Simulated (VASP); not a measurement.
# SnO2 (I4_1/amd) in VASP: single point with LDA

Aim: the single point of SnO2 with LDA.

All numbers are computed with VASP 6.6.1; they aren't measurements. Logs are shortened: lines on timing, memory, paths and dates and some standing lists are left out, and cuts for length are marked.

## (1) The cell of the first run

Symmetry: I4_1/amd, No. 141, tetragonal system. Conventional cell: a = 3.972 Å, b = 3.972 Å, c = 10.180 Å, α = 90.00°, β = 90.00°, γ = 90.00°. Within 2.7 Å of Sn (site symmetry -4m2) lie 6 O at 2.04 to 2.07 Å. Within 2.7 Å of O (site symmetry 2mm) lie 3 Sn at 2.04 to 2.07 Å and 2 O at 2.54 Å.

## (2) Single point, LDA

File INCAR:

```
SYSTEM = SnO2
PREC = Accurate
ENCUT = 520
EDIFF = 1E-6
ISMEAR = -1
SIGMA = 0.05
LREAL = .False.
LASPH = .True.
NELM = 100
ALGO = Normal
ISIF = 2
LWAVE = .False.
LCHARG = .False.
NBANDS = 35
```

File KPOINTS:

```
Automatic mesh
0
Gamma
  9 9 9
  0 0 0
```

File POSCAR:

```
SnO2
1.0
   -1.9859885484      1.9859885484      5.0900752360
    1.9859885484     -1.9859885484      5.0900752360
    1.9859885484      1.9859885484     -5.0900752360
Sn O
2 4
Direct
    0.7500000000      0.2500000000      0.5000000000
    0.0000000000      0.0000000000      0.0000000000
    0.7970036589      0.7970036589      0.0000000000
    0.9529963411      0.4529963411      0.5000000000
    0.2029963411      0.2029963411      0.0000000000
    0.5470036589      0.0470036589      0.5000000000
```

Potentials or basis: VASP PAW LDA potentials, release 64 (Sn_d, O).

Command:

```
cat potpaw_LDA.64/Sn_d/POTCAR potpaw_LDA.64/O/POTCAR > POTCAR
mpirun -np 1 vasp_std > vasp.out
```

OUTCAR:

```text
SYSTEM = SnO2
   PREC = Accurate
   ENCUT = 520
   EDIFF = 1E-6
   ISMEAR = -1
   LREAL = .False.
   LASPH = .True.
   NELM = 100
   ISIF = 2

 ion  position               nearest neighbor table
   1  0.750  0.250  0.500-   3 2.04   5 2.04   3 2.04   5 2.04   4 2.07   6 2.07   2 3.23   2 3.23
                             2 3.23   2 3.23
   2  0.000  0.000  0.000-   6 2.04   4 2.04   6 2.04   4 2.04   3 2.07   5 2.07   1 3.23   1 3.23
                             1 3.23   1 3.23
   3  0.797  0.797  0.000-   1 2.04   1 2.04   2 2.07
   4  0.953  0.453  0.500-   2 2.04   2 2.04   1 2.07
   5  0.203  0.203  0.000-   1 2.04   1 2.04   2 2.07
   6  0.547  0.047  0.500-   2 2.04   2 2.04   1 2.07

  LATTYP: Found a body centered tetragonal cell.
 ALAT       =     3.9719770968
 C/A-ratio  =     2.5629932459

  Lattice vectors:

 A1 = (  -1.9859885484,   1.9859885484,   5.0900752360)
 A2 = (   1.9859885484,  -1.9859885484,   5.0900752360)
 A3 = (   1.9859885484,   1.9859885484,  -5.0900752360)

Analysis of symmetry for initial positions (statically):
=====================================================================
 Subroutine PRICEL returns:
 Original cell was already a primitive cell.

 Routine SETGRP: Setting up the symmetry group for a
 body centered tetragonal supercell.

 Subroutine GETGRP returns: Found 16 space group operations
 (whereof  8 operations were pure point group operations)
 out of a pool of 16 trial point group operations.

The static configuration has the point symmetry D_2d.
 The point group associated with its full space group is D_4h.

Analysis of symmetry for dynamics (positions and initial velocities):
=====================================================================
 Subroutine PRICEL returns:
 Original cell was already a primitive cell.

 Routine SETGRP: Setting up the symmetry group for a
 body centered tetragonal supercell.

 Subroutine GETGRP returns: Found 16 space group operations
 (whereof  8 operations were pure point group operations)
 out of a pool of 16 trial point group operations.

The dynamic configuration has the point symmetry D_2d.
 The point group associated with its full space group is D_4h.

 Subroutine INISYM returns: Found 16 space group operations
 (whereof  8 operations are pure point group operations),
 and found     1 'primitive' translations

----------------------------------------------------------------------------------------

                                     Primitive cell

  volume of cell :      80.3041

  direct lattice vectors                    reciprocal lattice vectors
    -1.985988548  1.985988548  5.090075236     0.000000000  0.251763788  0.098230375
     1.985988548 -1.985988548  5.090075236     0.251763788  0.000000000  0.098230375
     1.985988548  1.985988548 -5.090075236     0.251763788  0.251763788  0.000000000

  length of vectors
     5.813533086  5.813533086  5.813533086     0.270248426  0.270248426  0.356047764

  position of ions in fractional coordinates (direct lattice)
     0.750000000  0.250000000  0.500000000
     0.000000000  0.000000000  0.000000000
     0.797003659  0.797003659  0.000000000
     0.952996341  0.452996341  0.500000000
     0.202996341  0.202996341  0.000000000
     0.547003659  0.047003659  0.500000000

  ion indices of the primitive-cell ions
   primitive index   ion index
                 1           1
                 2           2
                 3           3
                 4           4
                 5           5
                 6           6

----------------------------------------------------------------------------------------

 KPOINTS: Automatic mesh

Automatic generation of k-mesh.
 Grid dimensions read from file:
 generate k-points for:    9    9    9

 Generating k-lattice:

  Cartesian coordinates                     Fractional coordinates (reciprocal lattice)
     0.000000000  0.027973754  0.010914486     0.111111111  0.000000000  0.000000000
     0.027973754  0.000000000  0.010914486     0.000000000  0.111111111  0.000000000
     0.027973754  0.027973754  0.000000000     0.000000000  0.000000000  0.111111111

  Length of vectors
     0.030027603  0.030027603  0.039560863

  Shift w.r.t. Gamma in fractional coordinates (k-lattice)
     0.000000000  0.000000000  0.000000000

 Subroutine IBZKPT returns following result:
 ===========================================

 Found     75 irreducible k-points:

 Following reciprocal coordinates:
            Coordinates               Weight
  0.000000  0.000000  0.000000      1.000000
  0.111111  0.000000 -0.000000      8.000000
  0.222222  0.000000 -0.000000      8.000000
  0.333333  0.000000 -0.000000      8.000000
  0.444444  0.000000 -0.000000      8.000000
  0.111111  0.111111 -0.000000      8.000000
[... 16 lines left out ...]
 -0.333333  0.333333  0.000000      4.000000
  0.444444  0.444444 -0.000000      8.000000
 [... further k-points ...]
   k-points           NKPTS =     75   k-points in BZ     NKDIM =     75   number of bands    NBANDS=     35
   number of dos      NEDOS =    301   number of ions     NIONS =      6
   total plane-waves  NPLWV = 110592
   dimension x,y,z NGX =    48 NGY =   48 NGZ =   48
   dimension x,y,z NGXF=    96 NGYF=   96 NGZF=   96
   ions per type =               2   4
   NGX,Y,Z   is equivalent  to a cutoff of  13.73, 13.73, 13.73 a.u.
   NGXF,Y,Z  is equivalent  to a cutoff of  27.45, 27.45, 27.45 a.u.
 SYSTEM =  SnO2
   PREC   = accura    normal or accurate (medium, high low for compatibility)
   ISTART =      0    job   : 0-new  1-cont  2-samecut
   ICHARG =      2    charge: 1-file 2-atom 10-const
   ISPIN  =      1    spin polarized calculation?
   LNONCOLLINEAR =      F non collinear calculations
   LSORBIT =      F    spin-orbit coupling
   LASPH  =      T    aspherical Exc in radial PAW
   ENCUT  =  520.0 eV  38.22 Ry    6.18 a.u.  10.81 10.81 10.81*2*pi/ulx,y,z
   NELM   =    100;   NELMIN=  2; NELMDL= -5     # of ELM steps
   EDIFF  = 0.1E-05   stopping-criterion for ELM
   LREAL  =      F    real-space projection
   EDIFFG = 0.1E-04   stopping-criterion for IOM
   NSW    =      0    number of steps for IOM
   IBRION =     -1    ionic relax: 0-MD 1-quasi-New 2-CG
   NFREE  =      0    steps in history (QN), initial steepest desc. (CG)
   ISIF   =      2    stress and relaxation
   ISYM   =      2    0-nonsym 1-usesym 2-fastsym
   POTIM  = 0.5000    time-step for ionic-motion
   TEBEG  =    0.0;   TEEND  =   0.0 temperature during run
   PSTRESS=    0.0 pullay stress
   NELECT =      52.0000    total number of electrons
   NUPDOWN=      -1.0000    fix difference up-down
   EMIN   =  10.00;   EMAX   =-10.00  energy-range for DOS
   EFERMI =   0.00;   METHOD = LEGACY
   ISMEAR =    -1;   SIGMA  =   0.05  broadening in eV -4-tet -1-fermi 0-gaus
   EFERMI_NEDOS =   21; number of points for ismear=-14 and -15
   IALGO  =     38    algorithm
   IMIX   =      4    mixing-type and parameters
     AMIX     =   0.40;   BMIX     =  1.00
     AMIX_MAG =   1.60;   BMIX_MAG =  1.00
  volume/ion in A,a.u.               =      13.38        90.32
  Fermi-wavevector in a.u.,A,eV,Ry     =   1.416327  2.676469 27.293026  2.005981
  Thomas-Fermi vector in A             =   2.537673
   LORBIT       =      0    0 simple, 1 ext, 2 COOP (PROOUT), +10 PAW based schemes
   GGA     = CA    functional components
   LHFCALC =     F    Hartree Fock is set to
   AEXX    =    0.0000 exact exchange contribution
   IVDW    =     0    specifies the selected vdW correction
   LEPSILON=     F    determine dielectric tensor
   LRPA    =     F    only Hartree local field effects (RPA)
 non-spin polarized calculation
  energy-cutoff  :      520.00
  volume of cell :       80.30
 maximum number of plane-waves:      2199
 NGX is ok and might be reduce to    48
   NGX = 21   NGY = 21   NGZ = 21

 number of electron      52.0000004 magnetization

 Free energy of the ion-electron system (eV)
  ---------------------------------------------------
  ext. energy  EPLUGINS =         0.00000000
  ---------------------------------------------------
  free energy    TOTEN  =       -41.73504403 eV

  energy without entropy =      -41.73504403  energy(sigma->0) =      -41.73504403

 E-fermi :   4.9406     XC(G=0): -10.9694

 val. band max:        3.9522685971   @ k =   0.2222   0.2222   0.2222
 cond. band min:       5.7150935969   @ k =   0.0000   0.0000   0.0000
 fundamental gap:      1.7628249998
 Fermi energy:         4.9406208132

 k-point     1 :       0.0000    0.0000    0.0000
  band No.  band energies     occupation
      1     -16.3464      2.00000
      2     -16.3245      2.00000
      3     -16.1771      2.00000
      4     -15.6089      2.00000
      5     -15.4817      2.00000
      6     -15.4817      2.00000
[... 27 lines left out ...]
     34      16.1838      0.00000
     35      16.2755      0.00000

 k-point     2 :       0.1111    0.0000   -0.0000
  band No.  band energies     occupation
      1     -16.3717      2.00000
      2     -16.2561      2.00000
      3     -16.1603      2.00000
      4     -15.6137      2.00000
      5     -15.4850      2.00000
      6     -15.4789      2.00000
[... 27 lines left out ...]
     34      15.6851      0.00000
     35      16.0573      0.00000

 k-point     3 :       0.2222    0.0000   -0.0000
  band No.  band energies     occupation
      1     -16.3761      2.00000
      2     -16.1849      2.00000
      3     -16.0727      2.00000
      4     -15.6258      2.00000
      5     -15.4926      2.00000
      6     -15.4718      2.00000
[... 27 lines left out ...]
     34      15.3060      0.00000
     35      15.6111      0.00000
[... 723 lines left out ...]
 k-point    23 :      -0.3333    0.3333    0.0000
  band No.  band energies     occupation
      1     -16.1671      2.00000
      2     -15.8965      2.00000
      3     -15.8493      2.00000
      4     -15.7621      2.00000
      5     -15.5188      2.00000
      6     -15.4111      2.00000
[... 27 lines left out ...]
     34      14.8064      0.00000
     35      15.7543      0.00000

 k-point    24 :       0.4444    0.4444   -0.0000
  band No.  band energies     occupation
      1     -16.0439      2.00000
      2     -16.0262      2.00000
      3     -15.6431      2.00000
      4     -15.6261      2.00000
      5     -15.4768      2.00000
      6     -15.4559      2.00000
[... 27 lines left out ...]
     34      15.4456      0.00000
     35      16.4311      0.00000

 [... further k-points ...]
[... 5 lines left out ...]
  --------------------------------------------------------------------------------------
  -------------------------------------------------------------------------------------
  Total        0.4131439      0.4131439      0.5980475      0.0000000     -0.0000000      0.0000000
  in kB        8.2427896      8.2427896     11.9318719      0.0000000     -0.0000000      0.0000000
  external PRESSURE =       9.4724837 kB  Pullay stress =       0.0000000 kB

 VOLUME and BASIS-vectors are now :
 -----------------------------------------------------------------------------
  energy-cutoff  :      520.00
  volume of cell :       80.30
      direct lattice vectors                 reciprocal lattice vectors
    -1.985988548  1.985988548  5.090075236     0.000000000  0.251763788  0.098230375
     1.985988548 -1.985988548  5.090075236     0.251763788  0.000000000  0.098230375
     1.985988548  1.985988548 -5.090075236     0.251763788  0.251763788  0.000000000

 POSITION                                       TOTAL-FORCE (eV/Angst)
 -----------------------------------------------------------------------------------
      0.00000      1.98599      2.54504        -0.000000     -0.000000      0.000000
      0.00000      0.00000      0.00000        -0.000000     -0.000000      0.000000
      0.00000      0.00000      8.11362         0.000000      0.000000     -0.039975
     -0.00000      1.98599      4.61157         0.000000      0.000000      0.039975
      0.00000      0.00000      2.06653        -0.000000     -0.000000      0.039975
      0.00000      1.98599      0.47850         0.000000      0.000000     -0.039975
 -----------------------------------------------------------------------------------
    total drift:                                0.000000     -0.000000     -0.000000

  FREE ENERGIE OF THE ION-ELECTRON SYSTEM (eV)
  ---------------------------------------------------
  free  energy   TOTEN  =       -41.7350440298 eV

  energy  without entropy=      -41.7350440288  energy(sigma->0) =      -41.73504403
```

Run time: 8 min. Hardware: 1 thread of AMD EPYC 7R43 (Zen 3), shared host; peak memory 0.31 GiB.

Results:

- Free energy: -41.7350 eV
- Pressure: 0.9 GPa
- Largest force: 0.040 eV/Å
- Band gap on the k mesh: 1.76 eV, indirect (least direct gap 2.16 eV)

Forces on the atoms (eV/Å):
```
Sn   0.000  0.000  0.000
Sn   0.000  0.000  0.000
O    0.000  0.000 -0.040
O    0.000  0.000  0.040
O    0.000  0.000  0.040
O    0.000  0.000 -0.040
```

Stress tensor (GPa, compression positive):
```
0.82 0.00 0.00
0.00 0.82 0.00
0.00 0.00 1.19
```

Levels at points of the mesh, in eV from the valence-band top:
| k point | band 22 | band 23 | band 24 | band 25 | band 26 | band 27 | band 28 | band 29 | band 30 | band 31 |
| --- | --- | --- | --- | --- | --- | --- | --- | --- | --- | --- |
| (0.00, 0.00, 0.00) | -1.08 | -0.69 | -0.69 | -0.40 | -0.40 | 1.76 | 5.69 | 9.11 | 9.68 | 9.75 |

Caveat: spin-orbit coupling is left out, which moves the levels of the heavy elements. A k mesh can miss the band edges.
